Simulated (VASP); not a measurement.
SnO: single point with PBEsol

SnO:

```
Sn O
1.0
     3.79638    0.00000    0.00000
     0.00000    3.79638    0.00000
     0.00000    0.00000    4.19803
Sn O
2 2
Cartesian
  0.0000 1.8982 1.0181
  1.8982 0.0000 3.1799
  0.0000 0.0000 0.0000
  1.8982 1.8982 0.0000
```

```json
{
 "Program": "VASP 6.6.1",
 "Task": "single point",
 "Functional": "PBEsol",
 "Potentials or basis": "VASP PAW PBE potentials, release 64 (Sn_d, O)",
 "Cutoff": "520 eV",
 "k mesh": "12 × 12 × 10",
 "Occupations": "gaussian, width 0.15 eV",
 "Spin": "no spin polarisation"
}
```

| Item | Value |
| --- | --- |
| Pressure | 13.7 GPa |
| Largest force | 2.159 eV/Å |

Forces in eV/Å, atoms in the order of the input:
```
Sn   0.000  0.000  2.159
Sn   0.000  0.000 -2.159
O    0.000  0.000  0.000
O    0.000  0.000  0.000
```

Stress tensor (GPa, compression positive):
```
12.34  0.00  0.00
 0.00 12.34  0.00
 0.00  0.00 16.38
```

Levels at points of the mesh, in eV from the Fermi level:
| k point | band 18 | band 19 | band 20 | band 21 | band 22 | band 23 |
| --- | --- | --- | --- | --- | --- | --- |
| (0.00, 0.00, 0.00) | -4.08 | -3.89 | -0.48 | 2.34 | 4.74 | 4.74 |
| (0.50, 0.00, 0.00) | -5.40 | -2.68 | -2.68 | 4.04 | 4.04 | 6.12 |
| (0.50, 0.50, 0.00) | -3.28 | -1.48 | -1.48 | -0.08 | -0.08 | 5.40 |
| (0.00, 0.00, 0.50) | -4.08 | -2.10 | -1.65 | 0.90 | 2.53 | 2.53 |
| (0.50, 0.00, 0.50) | -5.73 | -1.54 | -1.54 | 3.21 | 3.21 | 5.24 |
| (0.50, 0.50, 0.50) | -3.29 | -3.00 | -3.00 | 2.80 | 2.80 | 5.21 |

It took 100 s on 1 thread of Intel(R) Xeon(R) 6975P-C (Granite Rapids), with other jobs on the host, peak memory 0.33 GiB.

Caveat: the cell stands under pressure; the PAW data sets were made with another functional, which shifts forces and pressure a little; spin-orbit coupling is left out, which moves the levels of the heavy elements.
